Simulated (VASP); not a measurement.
# WC (P1) in VASP: notebook, part 2 of 2

VASP 6.6.1. The steps go on from the part before.

**3. Single point, PBE (atom 1 (W) moved by (+0.150, -0.300) A along [1 1 0] and z)**

File INCAR:

```
SYSTEM = WC
PREC = Accurate
ENCUT = 520
EDIFF = 1E-6
ISMEAR = 0
SIGMA = 0.15
LREAL = .False.
LASPH = .True.
NELM = 80
ALGO = Normal
ISIF = 2
LWAVE = .False.
LCHARG = .False.
GGA = PE
NBANDS = 16
```

File KPOINTS:

```
Automatic mesh
0
Gamma
  18 18 16
  0 0 0
```

File POSCAR:

```
WC
1.0
    2.9005014360      0.0000000000      0.0000000000
   -1.4502507180      2.5119079273      0.0000000000
    0.0000000000      0.0000000000      2.8290000000
W C
1 1
Direct
    0.0576808060      0.0422252806     -0.1060445387
    0.6666666667      0.3333333333      0.5000000000
```

Potentials or basis: VASP PAW PBE potentials, release 64 (W_sv, C).

Command:

```bash
$ cat potpaw_PBE.64/W_sv/POTCAR potpaw_PBE.64/C/POTCAR > POTCAR
$ mpirun -np 1 vasp_std > vasp.out
```

OUTCAR:

```text
SYSTEM = WC
   PREC = Accurate
   ENCUT = 520
   EDIFF = 1E-6
   ISMEAR = 0
   LREAL = .False.
   LASPH = .True.
   NELM = 80
   ISIF = 2
   GGA = PE

 ion  position               nearest neighbor table
   1  0.058  0.042  0.894-   2 1.89   2 2.05   2 2.10   2 2.30   2 2.43   2 2.47
   2  0.667  0.333  0.500-   1 1.89   1 2.05   1 2.10   1 2.30   1 2.43   1 2.47

  LATTYP: Found a hexagonal cell.
 ALAT       =     2.9005014360
 C/A-ratio  =     0.9753485949

  Lattice vectors:

 A1 = (   2.9005014360,   0.0000000000,   0.0000000000)
 A2 = (  -1.4502507180,   2.5119079273,   0.0000000000)
 A3 = (   0.0000000000,   0.0000000000,   2.8290000000)

Analysis of symmetry for initial positions (statically):
=====================================================================
 Subroutine PRICEL returns:
 Original cell was already a primitive cell.

 Routine SETGRP: Setting up the symmetry group for a
 hexagonal supercell.

 Subroutine GETGRP returns: Found  1 space group operations
 (whereof  1 operations were pure point group operations)
 out of a pool of 24 trial point group operations.

The static configuration has the point symmetry C_1 .
[... 161 lines left out ...]

 E-fermi :  11.4587     XC(G=0): -13.7748

 val. band max:       11.4585414826   @ k =  -0.1111   0.1667   0.0000
 cond. band min:      11.4598492842   @ k =   0.5000   0.4444   0.4375
 fundamental gap:      0.0013078016
 Fermi energy:        11.4587186169

 k-point     1 :       0.0000    0.0000    0.0000
  band No.  band energies     occupation
      1     -62.6452      2.00000
      2     -26.7049      2.00000
      3     -26.5987      2.00000
      4     -26.5768      2.00000
      5      -3.2922      2.00000
      6       5.8649      2.00000
[... 433 lines left out ...]
      3     -26.8193      2.00000
      4     -26.5584      2.00000
      5      -0.4796      2.00000
      6       4.4373      2.00000
[... 8 lines left out ...]
     15      24.7863      0.00000
     16      26.7240      0.00000

 [... further k-points ...]

------------------------ aborting loop because EDIFF is reached ----------------------------------------

  FORCE on cell =-STRESS in cart. coord.  units (eV):
  Direction    XX          YY          ZZ          XY          YZ          ZX
  --------------------------------------------------------------------------------------
  -------------------------------------------------------------------------------------
  Total        5.5320748      2.9116559      4.8362956      1.3692371     -1.5718076     -2.0399011
  in kB      430.0202182    226.3293526    375.9357859    106.4337844   -122.1800285   -158.5659519
  external PRESSURE =     344.0951189 kB  Pullay stress =       0.0000000 kB

 VOLUME and BASIS-vectors are now :
 -----------------------------------------------------------------------------
  energy-cutoff  :      520.00
  volume of cell :       20.61
      direct lattice vectors                 reciprocal lattice vectors
     2.900501436  0.000000000  0.000000000     0.344767973  0.199051882  0.000000000
    -1.450250718  2.511907927  0.000000000     0.000000000  0.398103764  0.000000000
     0.000000000  0.000000000  2.829000000     0.000000000  0.000000000  0.353481796

 POSITION                                       TOTAL-FORCE (eV/Angst)
 -----------------------------------------------------------------------------------
      0.10607      0.10607      2.52900        -2.565438     -2.121727      5.390274
      1.45025      0.83730      1.41450         2.565438      2.121727     -5.390274
 -----------------------------------------------------------------------------------
    total drift:                                0.000129      0.000064     -0.000620

  FREE ENERGIE OF THE ION-ELECTRON SYSTEM (eV)
  ---------------------------------------------------
  free  energy   TOTEN  =       -21.4764078414 eV

  energy  without entropy=      -21.4727812664  energy(sigma->0) =      -21.47459455
```

OSZICAR:

```text
N       E                     dE             d eps       ncg     rms          rms(c)
DAV:   1     0.114637204492E+03    0.11464E+03   -0.95368E+03 83176   0.124E+03
DAV:   2    -0.212494964468E+02   -0.13589E+03   -0.13123E+03 97976   0.348E+02
DAV:   3    -0.245893639453E+02   -0.33399E+01   -0.33279E+01 93208   0.522E+01
DAV:   4    -0.246072999434E+02   -0.17936E-01   -0.17935E-01104752   0.426E+00
DAV:   5    -0.246074445488E+02   -0.14461E-03   -0.14461E-03 92616   0.353E-01    0.363E+01
DAV:   6    -0.215640367671E+02    0.30434E+01   -0.58568E+00 98120   0.264E+01    0.103E+01
DAV:   7    -0.215037987314E+02    0.60238E-01   -0.45564E-01 84280   0.551E+00    0.716E+00
DAV:   8    -0.214777237868E+02    0.26075E-01   -0.52230E-02 94392   0.203E+00    0.684E-01
DAV:   9    -0.214764544820E+02    0.12693E-02   -0.35643E-03 92648   0.461E-01    0.136E-01
DAV:  10    -0.214764073483E+02    0.47134E-04   -0.36031E-04 98824   0.201E-01    0.349E-02
DAV:  11    -0.214764076221E+02   -0.27382E-06   -0.16407E-05 97688   0.397E-02    0.133E-02
DAV:  12    -0.214764078414E+02   -0.21923E-06   -0.16019E-06 74648   0.139E-02
   1 F= -.21476408E+02 E0= -.21474595E+02  d E =-.362657E-02
```

It took 7.1 min on 1 thread of AMD EPYC 9R45 (Zen 5), shared host; peak memory 0.84 GiB.

What came out:

* Free energy: -21.4764 eV
* Pressure: 34.4 GPa
* Largest force: 6.335 eV/Å
* Band gap on the k mesh: zero (band 9 reaches 12.61 eV, above the bottom of band 10 at 11.14 eV)

Forces in eV/Å, atoms in the order of the input:
```
W   -2.565 -2.122  5.390
C    2.565  2.122 -5.390
```

Caveat: the cell differs from its parent crystal (atom 1 (W) moved by (+0.150, -0.300) A along [1 1 0] and z); spin-orbit coupling is left out, which moves the levels of the heavy elements; forces of over 1 eV/Å act on the atoms, so gaps and moduli don't describe the material at rest.
